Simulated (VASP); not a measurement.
Here is a VASP 6.6.1 calculation.

Contents of INCAR:

```
PREC = Accurate
ENCUT = 520
EDIFF = 1E-6
ISMEAR = 0
SIGMA = 0.02
LREAL = False
LASPH = True
NELM = 60
ALGO = Normal
ISIF = 2
LWAVE = False
LCHARG = False
GGA = PE
NBANDS = 20
```

The input KPOINTS:

```
regular mesh
0
Gamma
  4 4 4
```

File POSCAR:

```
MgH2
1.0
    6.7960980349      0.0000000000      0.0000000000
    0.0000000000      6.7960980349      0.0000000000
    0.0000000000      0.0000000000      5.4135413793
Mg H
4 8
Direct
    0.3480706665      0.0000000000      0.7500000000
    0.6519293335      0.0000000000      0.2500000000
    0.0000000000      0.3480706665      0.0000000000
    0.0000000000      0.6519293335      0.5000000000
    0.5000000000      0.0952116628      0.5000000000
    0.5000000000      0.9047883372      0.0000000000
    0.1960824300      0.1960824300      0.8750000000
    0.1960824300      0.8039175700      0.6250000000
    0.8039175700      0.1960824300      0.1250000000
    0.8039175700      0.8039175700      0.3750000000
    0.9047883372      0.5000000000      0.7500000000
    0.0952116628      0.5000000000      0.2500000000
```

Potentials or basis: VASP PAW PBE potentials, release 64 (Mg, H).

The run is started by

```sh
$ cat potpaw_PBE.64/Mg/POTCAR potpaw_PBE.64/H/POTCAR > POTCAR
$ mpirun -np 1 vasp_std > vasp.out
```

(1) What does it give for the largest force?

(2) Estimate the pressure.

(3) Estimate the band gap on the k mesh.

Results:

(1) 0.007 eV/Å.

(2) -0.1 GPa.

(3) 5.13 eV, indirect (least direct gap 5.26 eV).
